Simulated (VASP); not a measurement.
A run of VASP 6.6.1:

INCAR

```
PREC = Accurate
ENCUT = 500
EDIFF = 1E-6
ISMEAR = -1
SIGMA = 0.02
LREAL = F
LASPH = T
NELM = 200
ALGO = Normal
ISIF = 2
LWAVE = F
LCHARG = T
LNONCOLLINEAR = T
MAGMOM = 0 0 0 0 0 0 0 0 0
LORBIT = 11
LSORBIT = T
GGA_COMPAT = F
LORBMOM = T
LMAXMIX = 4
GGA = PE
LVHAR = T
NBANDS = 35
```

KPOINTS

```
Automatic mesh
0
Gamma
  12 12 6
```

Contents of POSCAR:

```
PtS2
1.0
    3.5526392528      0.0000000000      0.0000000000
   -1.7763196264      3.0766758434      0.0000000000
    0.0000000000      0.0000000000      5.1227220331
Pt S
1 2
Direct
    0.0000000000      0.0000000000      0.0000000000
    0.6666666667      0.3333333333      0.7607402620
    0.3333333333      0.6666666667      0.2392597380
```

Potentials or basis: VASP PAW PBE potentials, release 64 (Pt, S).

Launch:

```bash
$ cat potpaw_PBE.64/Pt/POTCAR potpaw_PBE.64/S/POTCAR > POTCAR
$ mpirun -np 1 vasp_ncl > vasp.out
```

Hardware: 1 thread of AMD EPYC 9R45 96-Core Processor (Zen 5), on a shared host.

**Question.** How long does it take, and how much memory?

**Answer.** Run time: 4.2 min on 1 thread of AMD EPYC 9R45 96-Core Processor (Zen 5), on a shared host, peak memory 0.44 GiB. Counts: scf iterations 15, k points 100.
